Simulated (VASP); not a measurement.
# Ba2MgTiO4 in VASP: notebook

The runs below take Ba2MgTiO4 through single point, with PBE.

Program: VASP 6.6.1. These are calculated values, not measurements. Logs are shortened: lines on timing, memory, paths and dates and some standing lists are left out, and cuts for length are marked.

**1. The cell of the first run**

It takes space group Cm (No. 8, monoclinic). The conventional cell has a = 5.358 Å, b = 5.362 Å, c = 11.173 Å, α = 90.00°, β = 90.06°, γ = 90.00°. Ba (site symmetry m) has 8 O at 2.84 to 3.89 Å and 4 Ba at 3.79 Å and 4 Ti at 3.84 to 3.85 Å within 3.9 Å. Within 4.2 Å of Ba (site symmetry m) lie 8 O at 2.78 to 4.03 Å and 4 Ba at 3.79 Å and 4 Mg at 3.80 to 3.81 Å and 1 Ti at 4.19 Å. Ti (site symmetry m) has 5 O at 1.83 to 2.00 Å within 2.4 Å. Mg (site symmetry m) has 5 O at 1.95 to 2.08 Å within 2.6 Å. O (site symmetry 1) has 2 Ti at 2.00 Å and 2 Mg at 2.07 to 2.08 Å and 4 O at 2.68 Å within 2.7 Å. Within 2.4 Å of O (site symmetry m) lie 1 Ti at 1.83 Å. Within 2.6 Å of O (site symmetry m) lie 1 Mg at 1.95 Å.

**2. Single point, PBE**

The input, INCAR:

```
SYSTEM = Ba2MgTiO4
PREC = Accurate ; ENCUT = 520
EDIFF = 1E-6 ; ISMEAR = -1
SIGMA = 0.05 ; LREAL = .False.
LASPH = .True. ; NELM = 80
ALGO = Normal ; ISIF = 2
LWAVE = .False. ; LCHARG = .True.
GGA = PE ; LELF = .True.
LVHAR = .True. ; NBANDS = 39
```

The input, KPOINTS:

```
regular mesh
0
Gamma
  7 7 3
  0 0 0
```

The input, POSCAR:

```
Ba2MgTiO4
1.0
    2.6791720324     -2.6809765938      0.0000000000
    2.6791720324      2.6809765938      0.0000000000
   -0.0116964056      0.0000000000     11.1729335742
Ba Ti Mg O
2 1 1 4
Direct
    0.1654811100      0.1654811100      0.5494697200
    0.6638858400      0.6638858400      0.9274287000
    0.6634178500      0.6634178500      0.3024012600
    0.1632133300      0.1632133300      0.1698010000
    0.1634328700      0.6633042600      0.2454658300
    0.6649433800      0.6649433800      0.4658949000
    0.1633936600      0.1633936600      0.9949464200
    0.6633042600      0.1634328700      0.2454658300
```

Potentials or basis: VASP PAW PBE potentials, release 64 (Ba_sv, Ti_sv, Mg, O).

Started as:

```sh
cat potpaw_PBE.64/Ba_sv/POTCAR potpaw_PBE.64/Ti_sv/POTCAR potpaw_PBE.64/Mg/POTCAR potpaw_PBE.64/O/POTCAR > POTCAR
mpirun -np 1 vasp_std > vasp.out
```

OUTCAR:

```text
SYSTEM = Ba2MgTiO4
   PREC = Accurate
   ENCUT = 520
   EDIFF = 1E-6
   ISMEAR = -1
   LREAL = .False.
   LASPH = .True.
   NELM = 80
   ISIF = 2
   GGA = PE

 ion  position               nearest neighbor table
   1  0.165  0.165  0.549-   6 2.84   6 2.84   6 2.84   6 2.84
   2  0.664  0.664  0.927-   7 2.78   7 2.79   7 2.79   7 2.79   4 3.80   4 3.81   4 3.81   4 3.81

   3  0.663  0.663  0.302-   6 1.83   5 2.00   8 2.00   8 2.00   5 2.00   4 3.06   4 3.06   4 3.06
                             4 3.06
   4  0.163  0.163  0.170-   7 1.95   5 2.07   8 2.07   5 2.08   8 2.08   3 3.06   3 3.06   3 3.06
                             3 3.06   2 3.80   2 3.81   2 3.81   2 3.81
   5  0.163  0.663  0.245-   3 2.00   3 2.00   4 2.07   4 2.08
   6  0.665  0.665  0.466-   3 1.83   1 2.84   1 2.84   1 2.84   1 2.84
   7  0.163  0.163  0.995-   4 1.95   2 2.78   2 2.79   2 2.79   2 2.79
   8  0.663  0.163  0.245-   3 2.00   3 2.00   4 2.07   4 2.08

  LATTYP: Found a base centered monoclinic cell.
 ALAT       =     5.3583440648
 B/A-ratio  =     1.0006735519
 C/A-ratio  =     2.0851478668
 COS(beta)  =    -0.0010468512

  Lattice vectors:

 A1 = (   2.6791720324,  -2.6809765938,   0.0000000000)
 A2 = (   2.6791720324,   2.6809765938,   0.0000000000)
 A3 = (  -0.0116964056,   0.0000000000,  11.1729335742)

Analysis of symmetry for initial positions (statically):
=====================================================================
 Subroutine PRICEL returns:
 Original cell was already a primitive cell.

 Routine SETGRP: Setting up the symmetry group for a
 base centered monoclinic supercell.

 Subroutine GETGRP returns: Found  2 space group operations
 (whereof  2 operations were pure point group operations)
 out of a pool of  4 trial point group operations.

The static configuration has the point symmetry C_1h.

Analysis of symmetry for dynamics (positions and initial velocities):
=====================================================================
 Subroutine PRICEL returns:
 Original cell was already a primitive cell.

 Routine SETGRP: Setting up the symmetry group for a
 base centered monoclinic supercell.

 Subroutine GETGRP returns: Found  2 space group operations
 (whereof  2 operations were pure point group operations)
 out of a pool of  4 trial point group operations.

The dynamic configuration has the point symmetry C_1h.

 Subroutine INISYM returns: Found  2 space group operations
 (whereof  2 operations are pure point group operations),
 and found     1 'primitive' translations

----------------------------------------------------------------------------------------

                                     Primitive cell

  volume of cell :     160.5058

  direct lattice vectors                    reciprocal lattice vectors
     2.679172032 -2.680976594  0.000000000     0.186624821 -0.186499204  0.000195369
     2.679172032  2.680976594  0.000000000     0.186624821  0.186499204  0.000195369
    -0.011696406  0.000000000 11.172933574     0.000000000  0.000000000  0.089502009

  length of vectors
     3.790197657  3.790197657 11.172939696     0.263838615  0.263838615  0.089502009

  position of ions in fractional coordinates (direct lattice)
     0.165481110  0.165481110  0.549469720
     0.663885840  0.663885840  0.927428700
     0.663417850  0.663417850  0.302401260
     0.163213330  0.163213330  0.169801000
     0.163432870  0.663304260  0.245465830
     0.664943380  0.664943380  0.465894900
     0.163393660  0.163393660  0.994946420
     0.663304260  0.163432870  0.245465830

  ion indices of the primitive-cell ions
   primitive index   ion index
                 1           1
                 2           2
                 3           3
                 4           4
                 5           5
                 6           6
                 7           7
                 8           8

----------------------------------------------------------------------------------------

 KPOINTS: regular mesh

Automatic generation of k-mesh.
 Grid dimensions read from file:
 generate k-points for:    7    7    3

 Generating k-lattice:

  Cartesian coordinates                     Fractional coordinates (reciprocal lattice)
     0.026660689 -0.026642743  0.000027910     0.142857143  0.000000000  0.000000000
     0.026660689  0.026642743  0.000027910     0.000000000  0.142857143  0.000000000
     0.000000000  0.000000000  0.029834003     0.000000000  0.000000000  0.333333333

  Length of vectors
     0.037691231  0.037691231  0.029834003

  Shift w.r.t. Gamma in fractional coordinates (k-lattice)
     0.000000000  0.000000000  0.000000000

 Subroutine IBZKPT returns following result:
 ===========================================

 Found     44 irreducible k-points:

 Following reciprocal coordinates:
            Coordinates               Weight
  0.000000  0.000000  0.000000      1.000000
  0.142857  0.000000  0.000000      4.000000
  0.285714  0.000000  0.000000      4.000000
  0.428571  0.000000 -0.000000      4.000000
  0.142857  0.142857  0.000000      2.000000
  0.285714  0.142857  0.000000      4.000000
[... 16 lines left out ...]
 -0.142857 -0.000000  0.333333      4.000000
  0.142857  0.142857  0.333333      2.000000
 [... further k-points ...]
   k-points           NKPTS =     44   k-points in BZ     NKDIM =     44   number of bands    NBANDS=     39
   number of dos      NEDOS =    301   number of ions     NIONS =      8
   total plane-waves  NPLWV =  65856
   dimension x,y,z NGX =    28 NGY =   28 NGZ =   84
   dimension x,y,z NGXF=    56 NGYF=   56 NGZF=  168
   ions per type =               2   1   1   4
   NGX,Y,Z   is equivalent  to a cutoff of  12.28, 12.28, 12.50 a.u.
   NGXF,Y,Z  is equivalent  to a cutoff of  24.56, 24.56, 25.00 a.u.
 SYSTEM =  Ba2MgTiO4
   PREC   = accura    normal or accurate (medium, high low for compatibility)
   ISTART =      0    job   : 0-new  1-cont  2-samecut
   ICHARG =      2    charge: 1-file 2-atom 10-const
   ISPIN  =      1    spin polarized calculation?
   LNONCOLLINEAR =      F non collinear calculations
   LSORBIT =      F    spin-orbit coupling
   LASPH  =      T    aspherical Exc in radial PAW
   ENCUT  =  520.0 eV  38.22 Ry    6.18 a.u.   7.05  7.05 20.77*2*pi/ulx,y,z
   NELM   =     80;   NELMIN=  2; NELMDL= -5     # of ELM steps
   EDIFF  = 0.1E-05   stopping-criterion for ELM
   LREAL  =      F    real-space projection
   EDIFFG = 0.1E-04   stopping-criterion for IOM
   NSW    =      0    number of steps for IOM
   IBRION =     -1    ionic relax: 0-MD 1-quasi-New 2-CG
   NFREE  =      0    steps in history (QN), initial steepest desc. (CG)
   ISIF   =      2    stress and relaxation
   ISYM   =      2    0-nonsym 1-usesym 2-fastsym
   POTIM  = 0.5000    time-step for ionic-motion
   TEBEG  =    0.0;   TEEND  =   0.0 temperature during run
   PSTRESS=    0.0 pullay stress
   NELECT =      58.0000    total number of electrons
   NUPDOWN=      -1.0000    fix difference up-down
   EMIN   =  10.00;   EMAX   =-10.00  energy-range for DOS
   EFERMI =   0.00;   METHOD = LEGACY
   ISMEAR =    -1;   SIGMA  =   0.05  broadening in eV -4-tet -1-fermi 0-gaus
   EFERMI_NEDOS =   21; number of points for ismear=-14 and -15
   IALGO  =     38    algorithm
   IMIX   =      4    mixing-type and parameters
     AMIX     =   0.40;   BMIX     =  1.00
     AMIX_MAG =   1.60;   BMIX_MAG =  1.00
  volume/ion in A,a.u.               =      20.06       135.39
  Fermi-wavevector in a.u.,A,eV,Ry     =   1.166059  2.203532 18.499757  1.359694
  Thomas-Fermi vector in A             =   2.302577
   LORBIT       =      0    0 simple, 1 ext, 2 COOP (PROOUT), +10 PAW based schemes
   GGA     = PE    functional components
   LHFCALC =     F    Hartree Fock is set to
   AEXX    =    0.0000 exact exchange contribution
   IVDW    =     0    specifies the selected vdW correction
   LEPSILON=     F    determine dielectric tensor
   LRPA    =     F    only Hartree local field effects (RPA)
 non-spin polarized calculation
  energy-cutoff  :      520.00
  volume of cell :      160.51
 maximum number of plane-waves:      4349
   NGX = 15   NGY = 15   NGZ = 41

 number of electron      57.9999989 magnetization

 Free energy of the ion-electron system (eV)
  ---------------------------------------------------
  ext. energy  EPLUGINS =         0.00000000
  ---------------------------------------------------
  free energy    TOTEN  =       -52.91310668 eV

  energy without entropy =      -52.88252932  energy(sigma->0) =      -52.89781800

 E-fermi :   4.2955     XC(G=0):  -9.0761

 val. band max:        4.2256285183   @ k =  -0.1429  -0.4286   0.3333
 cond. band min:       4.3156898578   @ k =   0.4286   0.2857  -0.0000
 fundamental gap:      0.0900613396
 Fermi energy:         4.2955443375

 k-point     1 :       0.0000    0.0000    0.0000
  band No.  band energies     occupation
      1     -54.6598      2.00000
      2     -31.2000      2.00000
      3     -30.8508      2.00000
      4     -30.8506      2.00000
      5     -25.0680      2.00000
      6     -24.2978      2.00000
[... 31 lines left out ...]
     38       6.5514      0.00000
     39       7.2776      0.00000

 k-point     2 :       0.1429    0.0000    0.0000
  band No.  band energies     occupation
      1     -54.6593      2.00000
      2     -31.1988      2.00000
      3     -30.8662      2.00000
      4     -30.8501      2.00000
      5     -25.0474      2.00000
      6     -24.2770      2.00000
[... 913 lines left out ...]
     38       6.8618      0.00000
     39       7.3263      0.00000

 k-point    24 :       0.1429    0.1429    0.3333
  band No.  band energies     occupation
      1     -54.6589      2.00000
      2     -31.1977      2.00000
      3     -30.8655      2.00000
      4     -30.8655      2.00000
      5     -25.0274      2.00000
      6     -24.2568      2.00000
[... 31 lines left out ...]
     38       6.9200      0.00000
     39       7.3988      0.00000

 [... further k-points ...]

------------------------ aborting loop because EDIFF is reached ----------------------------------------

  FORCE on cell =-STRESS in cart. coord.  units (eV):
  Direction    XX          YY          ZZ          XY          YZ          ZX
  --------------------------------------------------------------------------------------
  -------------------------------------------------------------------------------------
  Total       -0.3020519     -0.3624513     -0.4914415      0.0000000      0.0000000     -0.0055461
  in kB       -3.0150971     -3.6180070     -4.9055934      0.0000000      0.0000000     -0.0553617
  external PRESSURE =      -3.8462325 kB  Pullay stress =       0.0000000 kB

 VOLUME and BASIS-vectors are now :
 -----------------------------------------------------------------------------
  energy-cutoff  :      520.00
  volume of cell :      160.51
      direct lattice vectors                 reciprocal lattice vectors
     2.679172032 -2.680976594  0.000000000     0.186624821 -0.186499204  0.000195369
     2.679172032  2.680976594  0.000000000     0.186624821  0.186499204  0.000195369
    -0.011696406  0.000000000 11.172933574     0.000000000  0.000000000  0.089502009

 POSITION                                       TOTAL-FORCE (eV/Angst)
 -----------------------------------------------------------------------------------
      0.88028      0.00000      6.13919        -0.006625     -0.000000     -0.002794
      3.54648      0.00000     10.36210        -0.003461     -0.000000      0.013247
      3.55128      0.00000      3.37871         0.022613     -0.000000     -0.082857
      0.87257      0.00000      1.89718         0.002827     -0.000000     -0.053041
      2.21210      1.34014      2.74257        -0.003100      0.006264      0.100991
      3.55755      0.00000      5.20541        -0.007614     -0.000000     -0.167598
      0.86388      0.00000     11.11647        -0.001540     -0.000000      0.091060
      2.21210     -1.34014      2.74257        -0.003100     -0.006264      0.100991
 -----------------------------------------------------------------------------------
    total drift:                                0.001182      0.000000      0.001859

  FREE ENERGIE OF THE ION-ELECTRON SYSTEM (eV)
  ---------------------------------------------------
  free  energy   TOTEN  =       -52.9131066822 eV

  energy  without entropy=      -52.8825293183  energy(sigma->0) =      -52.89781800
```

It took 7.5 min on 1 thread of Oxide Virtual Turin-like, shared host; peak memory 0.4 GiB.

Results:

```
Free energy            : -52.9131 eV
Pressure               : -0.4 GPa
Largest force          : 0.168 eV/Å
Band gap on the k mesh : zero (bands 29 and 30 overlap by 0.71 eV)
```

Forces in eV/Å, atoms in the order of the input:
```
Ba  -0.007  0.000 -0.003
Ba  -0.003  0.000  0.013
Ti   0.023  0.000 -0.083
Mg   0.003  0.000 -0.053
O   -0.003  0.006  0.101
O   -0.008  0.000 -0.168
O   -0.002  0.000  0.091
O   -0.003 -0.006  0.101
```

Stress tensor (GPa, compression positive):
```
-0.30  0.00 -0.01
 0.00 -0.36  0.00
-0.01  0.00 -0.49
```

Caveat: spin-orbit coupling is left out, which moves the levels of the heavy elements; semilocal functionals often make such compounds metallic where correlation or magnetic order opens a gap, which also shifts bond lengths.

**3. Single point, PBE (atoms moved at random)**

The input, INCAR:

```
PREC = Accurate
ENCUT = 520
EDIFF = 1E-6
ISMEAR = -1
SIGMA = 0.05
LREAL = F
LASPH = T
NELM = 100
ALGO = Normal
ISIF = 2
LWAVE = F
LCHARG = F
GGA = PE
NBANDS = 39
```

The input, KPOINTS:

```
regular mesh
0
Gamma
  7 7 3
```

The input, POSCAR:

```
Ba2MgTiO4
1.0
    2.6791720324     -2.6809765938      0.0000000000
    2.6791720324      2.6809765938      0.0000000000
   -0.0116964056      0.0000000000     11.1729335742
Ba Ti Mg O
2 1 1 4
Direct
    0.1744790000      0.1645080000      0.5477650000
    0.6620200000      0.6594880000      0.9259350000
    0.6688200000      0.6602180000      0.3004600000
    0.1654200000      0.1623310000      0.1646800000
    0.1730960000      0.6744960000      0.2412520000
    0.6696480000      0.6677390000      0.4657630000
    0.1636390000      0.1736740000      0.9871690000
    0.6734540000      0.1566740000      0.2472090000
```

Potentials or basis: VASP PAW PBE potentials, release 64 (Ba_sv, Ti_sv, Mg, O).

Started as:

```sh
cat potpaw_PBE.64/Ba_sv/POTCAR potpaw_PBE.64/Ti_sv/POTCAR potpaw_PBE.64/Mg/POTCAR potpaw_PBE.64/O/POTCAR > POTCAR
mpirun -np 1 vasp_std > vasp.out
```

It took 13 min on 1 thread of Oxide Virtual Turin-like, shared host; peak memory 0.53 GiB.

It converged, with:

| Item | Value |
| --- | --- |
| Free energy | -52.8578 eV |
| Pressure | -0.7 GPa |
| Largest force | 0.623 eV/Å |
| Band gap on the k mesh | zero (bands 29 and 30 overlap by 0.65 eV) |

Forces in eV/Å, atoms in the order of the input:
```
Ba  -0.025  0.016 -0.014
Ba   0.043  0.028 -0.196
Ti   0.143 -0.075  0.203
Mg   0.243  0.041  0.024
O   -0.529 -0.329 -0.003
O   -0.048 -0.056 -0.422
O   -0.047 -0.054  0.558
O    0.219  0.429 -0.150
```

Stress tensor (GPa, compression positive):
```
-0.25  0.38 -0.28
 0.38 -0.30 -0.09
-0.28 -0.09 -1.66
```

Levels at points of the mesh, in eV from the Fermi level:
```csv
k point,band 27,band 28,band 29,band 30,band 31,band 32
"(0.00, 0.00, 0.00)",-3.04,-3.04,-1.34,-0.49,-0.18,0.66
```

Caveat: the cell differs from its parent crystal (atoms moved at random); spin-orbit coupling is left out, which moves the levels of the heavy elements; semilocal functionals often make such compounds metallic where correlation or magnetic order opens a gap, which also shifts bond lengths.
